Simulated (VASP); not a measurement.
# Zn3PbO (Pm-3m) in VASP: a series of runs

Runs on Zn3PbO. Level: PBE. Tasks: single point, relaxation of cell and atoms.

All numbers are computed with VASP 6.6.1; they aren't measurements. Logs are shortened: lines on timing, memory, paths and dates and some standing lists are left out, and cuts for length are marked.

**1. The cell of the first run**

The structure is cubic, space group Pm-3m (No. 221). Conventional cell: a = 4.388 Å, b = 4.388 Å, c = 4.388 Å, α = 90.00°, β = 90.00°, γ = 90.00°. Zn (site symmetry 4/mmm) has 2 O at 2.19 Å within 2.9 Å. Within 4.1 Å of Pb (site symmetry m-3m) lie 12 Zn at 3.10 Å and 8 O at 3.80 Å. Within 2.9 Å of O (site symmetry m-3m) lie 6 Zn at 2.19 Å.

**2. Single point, PBE (16.90 Å³/atom)**

INCAR reads:

```
SYSTEM = Zn3PbO
PREC = Accurate ; ENCUT = 520
EDIFF = 1E-7 ; ISMEAR = -1
SIGMA = 0.15 ; LREAL = .False.
LASPH = .True. ; NELM = 80
ALGO = Normal ; ISIF = 2
LWAVE = .False. ; LCHARG = .False.
GGA = PE ; NBANDS = 36
```

KPOINTS reads:

```
regular mesh
0
Gamma
  8 8 8
  0 0 0
```

POSCAR reads:

```
Zn3PbO
1.0
    4.3877953840      0.0000000000      0.0000000000
    0.0000000000      4.3877953840      0.0000000000
    0.0000000000      0.0000000000      4.3877953840
Zn Pb O
3 1 1
Direct
    0.0000000000      0.5000000000      0.5000000000
    0.5000000000      0.0000000000      0.5000000000
    0.5000000000      0.5000000000      0.0000000000
    0.0000000000      0.0000000000      0.0000000000
    0.5000000000      0.5000000000      0.5000000000
```

Potentials or basis: VASP PAW PBE potentials, release 64 (Zn, Pb_d, O).

Started as:

```sh
$ cat potpaw_PBE.64/Zn/POTCAR potpaw_PBE.64/Pb_d/POTCAR potpaw_PBE.64/O/POTCAR > POTCAR
$ mpirun -np 1 vasp_std > vasp.out
```

OUTCAR:

```text
SYSTEM = Zn3PbO
   PREC = Accurate
   ENCUT = 520
   EDIFF = 1E-7
   ISMEAR = -1
   LREAL = .False.
   LASPH = .True.
   NELM = 80
   ISIF = 2
   GGA = PE

 ion  position               nearest neighbor table
   1  0.000  0.500  0.500-   5 2.19   5 2.19   4 3.10   4 3.10   4 3.10   4 3.10
   2  0.500  0.000  0.500-   5 2.19   5 2.19   4 3.10   4 3.10   4 3.10   4 3.10
   3  0.500  0.500  0.000-   5 2.19   5 2.19   4 3.10   4 3.10   4 3.10   4 3.10
   4  0.000  0.000  0.000-   1 3.10   2 3.10   3 3.10   1 3.10   2 3.10   1 3.10   3 3.10   1 3.10
                             2 3.10   3 3.10   2 3.10   3 3.10
   5  0.500  0.500  0.500-   1 2.19   2 2.19   3 2.19   3 2.19   2 2.19   1 2.19

  LATTYP: Found a simple cubic cell.
 ALAT       =     4.3877953840

  Lattice vectors:

 A1 = (   4.3877953840,   0.0000000000,   0.0000000000)
 A2 = (   0.0000000000,   4.3877953840,   0.0000000000)
 A3 = (   0.0000000000,   0.0000000000,   4.3877953840)

Analysis of symmetry for initial positions (statically):
=====================================================================
 Subroutine PRICEL returns:
 Original cell was already a primitive cell.

 Routine SETGRP: Setting up the symmetry group for a
 simple cubic supercell.

 Subroutine GETGRP returns: Found 48 space group operations
 (whereof 48 operations were pure point group operations)
 out of a pool of 48 trial point group operations.

The static configuration has the point symmetry O_h .

Analysis of symmetry for dynamics (positions and initial velocities):
=====================================================================
 Subroutine PRICEL returns:
 Original cell was already a primitive cell.

 Routine SETGRP: Setting up the symmetry group for a
 simple cubic supercell.

 Subroutine GETGRP returns: Found 48 space group operations
 (whereof 48 operations were pure point group operations)
 out of a pool of 48 trial point group operations.

The dynamic configuration has the point symmetry O_h .

 Subroutine INISYM returns: Found 48 space group operations
 (whereof 48 operations are pure point group operations),
 and found     1 'primitive' translations

----------------------------------------------------------------------------------------

                                     Primitive cell

  volume of cell :      84.4771

  direct lattice vectors                    reciprocal lattice vectors
     4.387795384  0.000000000  0.000000000     0.227904884  0.000000000  0.000000000
     0.000000000  4.387795384  0.000000000     0.000000000  0.227904884  0.000000000
     0.000000000  0.000000000  4.387795384     0.000000000  0.000000000  0.227904884

  length of vectors
     4.387795384  4.387795384  4.387795384     0.227904884  0.227904884  0.227904884

  position of ions in fractional coordinates (direct lattice)
     0.000000000  0.500000000  0.500000000
     0.500000000  0.000000000  0.500000000
     0.500000000  0.500000000  0.000000000
     0.000000000  0.000000000  0.000000000
     0.500000000  0.500000000  0.500000000

  ion indices of the primitive-cell ions
   primitive index   ion index
                 1           1
                 2           2
                 3           3
                 4           4
                 5           5

----------------------------------------------------------------------------------------

 KPOINTS: regular mesh

Automatic generation of k-mesh.
 Grid dimensions read from file:
 generate k-points for:    8    8    8

 Generating k-lattice:

  Cartesian coordinates                     Fractional coordinates (reciprocal lattice)
     0.028488111  0.000000000  0.000000000     0.125000000  0.000000000  0.000000000
     0.000000000  0.028488111  0.000000000     0.000000000  0.125000000  0.000000000
     0.000000000  0.000000000  0.028488111     0.000000000  0.000000000  0.125000000

  Length of vectors
     0.028488111  0.028488111  0.028488111

  Shift w.r.t. Gamma in fractional coordinates (k-lattice)
     0.000000000  0.000000000  0.000000000

 Subroutine IBZKPT returns following result:
 ===========================================

 Found     35 irreducible k-points:

 Following reciprocal coordinates:
            Coordinates               Weight
  0.000000  0.000000  0.000000      1.000000
  0.125000  0.000000  0.000000      6.000000
  0.250000  0.000000  0.000000      6.000000
  0.375000  0.000000  0.000000      6.000000
  0.500000  0.000000  0.000000      3.000000
  0.125000  0.125000  0.000000     12.000000
[... 16 lines left out ...]
  0.375000  0.375000  0.125000     24.000000
  0.500000  0.375000  0.125000     24.000000
 [... further k-points ...]
   k-points           NKPTS =     35   k-points in BZ     NKDIM =     35   number of bands    NBANDS=     36
   number of dos      NEDOS =    301   number of ions     NIONS =      5
   total plane-waves  NPLWV =  46656
   dimension x,y,z NGX =    36 NGY =   36 NGZ =   36
[... 43 lines left out ...]
   LEPSILON=     F    determine dielectric tensor
   LRPA    =     F    only Hartree local field effects (RPA)
 non-spin polarized calculation
  energy-cutoff  :      520.00
  volume of cell :       84.48
 maximum number of plane-waves:      2301
 NGX is ok and might be reduce to    36
   NGX = 17   NGY = 17   NGZ = 17

 number of electron      55.9999964 magnetization

 Free energy of the ion-electron system (eV)
  ---------------------------------------------------
  ext. energy  EPLUGINS =         0.00000000
  ---------------------------------------------------
  free energy    TOTEN  =       -12.22972444 eV

  energy without entropy =      -12.06588170  energy(sigma->0) =      -12.14780307

 E-fermi :   4.7415     XC(G=0): -11.0167

 val. band max:        4.7044871527   @ k =   0.5000   0.2500   0.0000
 cond. band min:       4.7452164532   @ k =   0.2500   0.1250   0.0000
 fundamental gap:      0.0407293004
 Fermi energy:         4.7414777264

 k-point     1 :       0.0000    0.0000    0.0000
  band No.  band energies     occupation
      1     -14.5869      2.00000
      2     -12.0016      2.00000
      3     -12.0016      2.00000
      4     -11.9815      2.00000
      5     -11.9815      2.00000
      6     -11.9815      2.00000
[... 28 lines left out ...]
     35      13.1598      0.00000
     36      13.1598      0.00000

 k-point     2 :       0.1250    0.0000    0.0000
  band No.  band energies     occupation
      1     -14.5733      2.00000
      2     -12.0007      2.00000
      3     -11.9954      2.00000
      4     -11.9827      2.00000
      5     -11.9827      2.00000
      6     -11.9812      2.00000
[... 28 lines left out ...]
     35      12.4713      0.00000
     36      12.6820      0.00000

 k-point     3 :       0.2500    0.0000    0.0000
  band No.  band energies     occupation
      1     -14.5403      2.00000
      2     -11.9985      2.00000
      3     -11.9857      2.00000
      4     -11.9857      2.00000
      5     -11.9806      2.00000
      6     -11.9805      2.00000
[... 28 lines left out ...]
     35      11.4146      0.00000
     36      12.3711      0.00000

 k-point     4 :       0.3750    0.0000    0.0000
  band No.  band energies     occupation
      1     -14.5068      2.00000
      2     -11.9964      2.00000
      3     -11.9887      2.00000
      4     -11.9887      2.00000
      5     -11.9799      2.00000
      6     -11.9659      2.00000
[... 28 lines left out ...]
     35      10.7198      0.00000
     36      12.2270      0.00000

 k-point     5 :       0.5000    0.0000    0.0000
  band No.  band energies     occupation
      1     -14.4928      2.00000
      2     -11.9955      2.00000
      3     -11.9900      2.00000
      4     -11.9900      2.00000
      5     -11.9796      2.00000
      6     -11.9598      2.00000
[... 655 lines left out ...]
 k-point    22 :       0.5000    0.2500    0.1250
  band No.  band energies     occupation
      1     -14.4391      2.00000
      2     -11.9976      2.00000
      3     -11.9911      2.00000
      4     -11.9864      2.00000
      5     -11.9779      2.00000
      6     -11.9491      2.00000
[... 28 lines left out ...]
     35      11.7622      0.00000
     36      11.8641      0.00000

 k-point    23 :       0.3750    0.3750    0.1250
  band No.  band energies     occupation
      1     -14.4219      2.00000
      2     -12.0003      2.00000
      3     -11.9904      2.00000
      4     -11.9897      2.00000
      5     -11.9735      2.00000
      6     -11.9445      2.00000
[... 28 lines left out ...]
     35      11.6893      0.00000
     36      12.4426      0.00000

 k-point    24 :       0.5000    0.3750    0.1250
  band No.  band energies     occupation
      1     -14.4091      2.00000
      2     -12.0020      2.00000
      3     -11.9915      2.00000
      4     -11.9902      2.00000
      5     -11.9721      2.00000
      6     -11.9395      2.00000
[... 28 lines left out ...]
     35      11.1992      0.00000
     36      12.8608      0.00000

 [... further k-points ...]
[... 5 lines left out ...]
  --------------------------------------------------------------------------------------
  -------------------------------------------------------------------------------------
  Total        0.8445062      0.8445062      0.8445062     -0.0000000      0.0000000     -0.0000000
  in kB       16.0167479     16.0167479     16.0167479     -0.0000000      0.0000000     -0.0000000
  external PRESSURE =      16.0167479 kB  Pullay stress =       0.0000000 kB

 VOLUME and BASIS-vectors are now :
 -----------------------------------------------------------------------------
  energy-cutoff  :      520.00
  volume of cell :       84.48
      direct lattice vectors                 reciprocal lattice vectors
     4.387795384  0.000000000  0.000000000     0.227904884  0.000000000  0.000000000
     0.000000000  4.387795384  0.000000000     0.000000000  0.227904884  0.000000000
     0.000000000  0.000000000  4.387795384     0.000000000  0.000000000  0.227904884

 POSITION                                       TOTAL-FORCE (eV/Angst)
 -----------------------------------------------------------------------------------
      0.00000      2.19390      2.19390         0.000000      0.000000      0.000000
      2.19390      0.00000      2.19390         0.000000      0.000000      0.000000
      2.19390      2.19390      0.00000         0.000000      0.000000      0.000000
      0.00000      0.00000      0.00000         0.000000      0.000000      0.000000
      2.19390      2.19390      2.19390         0.000000      0.000000      0.000000
 -----------------------------------------------------------------------------------
    total drift:                                0.000000      0.000000      0.000000

  FREE ENERGIE OF THE ION-ELECTRON SYSTEM (eV)
  ---------------------------------------------------
  free  energy   TOTEN  =       -12.2297244356 eV

  energy  without entropy=      -12.0658816990  energy(sigma->0) =      -12.14780307
```

Run time: 1.7 min. Hardware: 1 thread of Intel Xeon Platinum 8375C at 2.90GHz (Ice Lake), shared host; peak memory 0.26 GiB.

What came out:

| Quantity | Value |
| --- | --- |
| Free energy | -12.2297 eV |
| Pressure | 1.6 GPa |
| Band gap on the k mesh | zero (bands 28 and 29 overlap by 1.01 eV) |

Caveat: spin-orbit coupling is left out, which moves the levels of the heavy elements.

**3. Relaxation of cell and atoms, PBE**

This run uses another cell than the first one, of 17.19 Å³/atom.

INCAR reads:

```
PREC = Accurate
ENCUT = 600
EDIFF = 1E-6
ISMEAR = -1
SIGMA = 0.15
LREAL = False
LASPH = True
NELM = 60
ALGO = Normal
ISIF = 3
LWAVE = False
LCHARG = False
GGA = PE
IBRION = 2
NSW = 80
EDIFFG = -0.001
```

KPOINTS reads:

```
regular mesh
0
Gamma
  8 8 8
```

Edit POSCAR of step 2 so:

```diff
@@ -2,5 +2,5 @@
 1.0
-    4.3877953840      0.0000000000      0.0000000000
-    0.0000000000      4.3877953840      0.0000000000
-    0.0000000000      0.0000000000      4.3877953840
+    4.4134957059      0.0000000000      0.0000000000
+    0.0000000000      4.4134957059      0.0000000000
+    0.0000000000      0.0000000000      4.4134957059
 Zn Pb O
```

Potentials or basis: VASP PAW PBE potentials, release 64 (Zn, Pb_d, O).

Started as:

```sh
$ cat potpaw_PBE.64/Zn/POTCAR potpaw_PBE.64/Pb_d/POTCAR potpaw_PBE.64/O/POTCAR > POTCAR
$ mpirun -np 1 vasp_std > vasp.out
```

Wall time 2.5 min (1 thread of Intel Xeon Platinum 8375C at 2.90GHz (Ice Lake), shared host); peak memory 0.28 GiB.

Results (log left out):

- Free energy: -12.2415 eV
- Relaxed volume: 17.27 Å³/atom
- Relaxed cell: a = 4.420 Å, b = 4.420 Å, c = 4.420 Å, α = 90.00°, β = 90.00°, γ = 90.00°
- Space group after relaxing (to 0.1 Å): Pm-3m (No. 221)
- Energy gained by relaxing: 0.1 meV/atom
- Ionic steps: 2
- Pressure after relaxing: 0.0 GPa
- Band gap on the k mesh: zero (bands 28 and 29 overlap by 1.00 eV)

The path:
| step | energy change (eV) | largest force (eV/Å) | pressure (GPa) | volume (Å³) |
| --- | --- | --- | --- | --- |
| 1 | 0.0000 | 0.0000 | 0.28 | 85.97 |
| 2 | -0.0004 | 0.0000 | 0.01 | 86.35 |

Final structure:
```xyz
5
Lattice="4.4200 0.0000 0.0000 0.0000 4.4200 0.0000 0.0000 0.0000 4.4200" Properties=species:S:1:pos:R:3 pbc="T T T"
Zn    0.0000    2.2100    2.2100
Zn    2.2100    0.0000    2.2100
Zn    2.2100    2.2100    0.0000
Pb    0.0000    0.0000    0.0000
O     2.2100    2.2100    2.2100
```

Levels at points of the mesh, in eV from the Fermi level:
| k point | band 26 | band 27 | band 28 | band 29 | band 30 | band 31 |
| --- | --- | --- | --- | --- | --- | --- |
| (0.00, 0.00, 0.00) | -1.07 | -0.35 | -0.35 | -0.25 | -0.25 | -0.25 |
| (0.50, 0.00, 0.00) | -4.45 | 0.14 | 0.14 | 0.32 | 1.62 | 2.64 |
| (0.50, 0.50, 0.00) | -2.19 | -1.46 | -1.46 | 1.83 | 1.89 | 3.32 |
| (0.50, 0.50, 0.50) | -3.38 | -3.38 | -3.38 | 1.16 | 1.16 | 1.16 |

Caveat: spin-orbit coupling is left out, which moves the levels of the heavy elements.

**4. Relaxation of cell and atoms, PBE, target pressure 2 GPa, at which the enthalpy is minimised**

This run uses another cell than the first one, of 17.24 Å³/atom.

INCAR reads:

```
PREC     = Accurate       # precision mode
ENCUT    = 600            # plane-wave cutoff, eV
EDIFF    = 1E-6           # SCF threshold, eV
ISMEAR   = -1             # smearing method
SIGMA    = 0.15           # smearing width, eV
LREAL    = F              # projectors in reciprocal space
LASPH    = T              # aspherical terms in the spheres
NELM     = 60             # most SCF steps
ALGO     = Normal         # electronic algorithm
ISIF     = 3              # what is computed and relaxed
LWAVE    = F              # write WAVECAR
LCHARG   = F              # write CHGCAR
GGA      = PE             # functional
IBRION   = 2              # ionic algorithm
NSW      = 80             # ionic steps
EDIFFG   = -0.001         # ionic threshold
PSTRESS  = 20.0
```

KPOINTS reads:

```
Automatic mesh
0
Gamma
  8 8 8
```

Edit POSCAR of step 3 so:

```diff
@@ -2,5 +2,5 @@
 1.0
-    4.4134957059      0.0000000000      0.0000000000
-    0.0000000000      4.4134957059      0.0000000000
-    0.0000000000      0.0000000000      4.4134957059
+    4.4174435494      0.0000000000      0.0000000000
+    0.0000000000      4.4174435494      0.0000000000
+    0.0000000000      0.0000000000      4.4174435494
 Zn Pb O
```

Started as:

```sh
$ cat potpaw_PBE.64/Zn/POTCAR potpaw_PBE.64/Pb_d/POTCAR potpaw_PBE.64/O/POTCAR > POTCAR
$ mpirun -np 1 vasp_std > vasp.out
```

Run time: 9.4 min. Hardware: 1 thread of Intel Xeon Platinum 8375C at 2.90GHz (Ice Lake), shared host; peak memory 0.29 GiB.

It converged, with:

```
Free energy                                                : -12.2270 eV
Relaxed volume                                             : 16.79 Å³/atom
Relaxed cell                                               : a = 4.379 Å, b = 4.379 Å, c = 4.379 Å, α = 90.00°, β = 90.00°, γ = 90.00°
Space group after relaxing (to 0.1 Å)                      : Pm-3m (No. 221)
Energy change on relaxing (the run minimises the enthalpy) : +2.9 meV/atom
Ionic steps                                                : 20
Pressure after relaxing                                    : 2.0 GPa
Band gap on the k mesh                                     : zero (bands 28 and 29 overlap by 1.02 eV)
```

Step by step:
```tsv
step	energy change (eV)	largest force (eV/Å)	pressure (GPa)	volume (Å³)
1	0.0000	0.0000	0.10	86.20
2	0.0184	0.0000	2.26	83.68
3	0.0145	0.0000	2.02	83.97
4	0.0139	0.0000	1.96	84.02
5	0.0140	0.0000	1.95	84.02
6	0.0140	0.0000	1.96	84.01
7	0.0140	0.0000	1.95	84.01
8	0.0140	0.0000	1.95	84.01
9	0.0140	0.0000	1.95	84.01
10	0.0140	0.0000	1.95	84.01
11	0.0140	0.0000	1.95	84.01
12	0.0140	0.0000	1.96	84.01
13	0.0141	0.0000	1.96	84.01
14	0.0141	0.0000	1.98	84.00
15	0.0143	0.0000	1.98	83.99
16	0.0146	0.0000	2.02	83.96
17	0.0144	0.0000	1.96	83.98
18	0.0146	0.0000	2.01	83.97
19	0.0145	0.0000	1.97	83.97
20	0.0145	0.0000	1.99	83.97
```

Final structure:
```xyz
5
Lattice="4.3790 0.0000 0.0000 0.0000 4.3790 0.0000 0.0000 0.0000 4.3790" Properties=species:S:1:pos:R:3 pbc="T T T"
Zn    0.0000    2.1895    2.1895
Zn    2.1895    0.0000    2.1895
Zn    2.1895    2.1895    0.0000
Pb    0.0000    0.0000    0.0000
O     2.1895    2.1895    2.1895
```

Levels at points of the mesh, in eV from the Fermi level:
| k point | band 25 | band 26 | band 27 | band 28 | band 29 | band 30 | band 31 | band 32 |
| --- | --- | --- | --- | --- | --- | --- | --- | --- |
| (0.00, 0.00, 0.00) | -5.61 | -0.92 | -0.33 | -0.33 | -0.29 | -0.29 | -0.29 | 5.66 |
| (0.50, 0.00, 0.00) | -4.98 | -4.48 | 0.11 | 0.11 | 0.37 | 1.73 | 2.63 | 3.77 |
| (0.50, 0.50, 0.00) | -4.61 | -2.19 | -1.51 | -1.51 | 1.87 | 1.93 | 3.33 | 3.33 |
| (0.50, 0.50, 0.50) | -5.01 | -3.52 | -3.52 | -3.52 | 1.22 | 1.22 | 1.22 | 3.05 |

Caveat: the cell is relaxed towards a set pressure, so the run minimises the enthalpy, not the energy; spin-orbit coupling is left out, which moves the levels of the heavy elements.

**5. Summary**

```csv
task,cell,cutoff (eV),gap on the mesh (eV),pressure (GPa)
single point,"a = 4.388 Å, 5 atoms",520,none,1.6
relaxation of cell and atoms,"relaxed from a = 4.413 Å, 5 atoms",600,none,0.0
relaxation of cell and atoms,"relaxed to 2 GPa from a = 4.417 Å, 5 atoms",600,none,2.0
```

Alike in all rows: level PBE; potentials or basis VASP PAW PBE potentials, release 64 (Zn, Pb_d, O); no spin polarisation; k mesh 8 × 8 × 8; smearing fermi-dirac 0.15 eV.

Caveats: spin-orbit coupling is left out, which moves the levels of the heavy elements; the cell is relaxed towards a set pressure, so the run minimises the enthalpy, not the energy (at least some runs).

Total energies depend on the potentials used, so only differences within one code and one set of settings carry meaning.
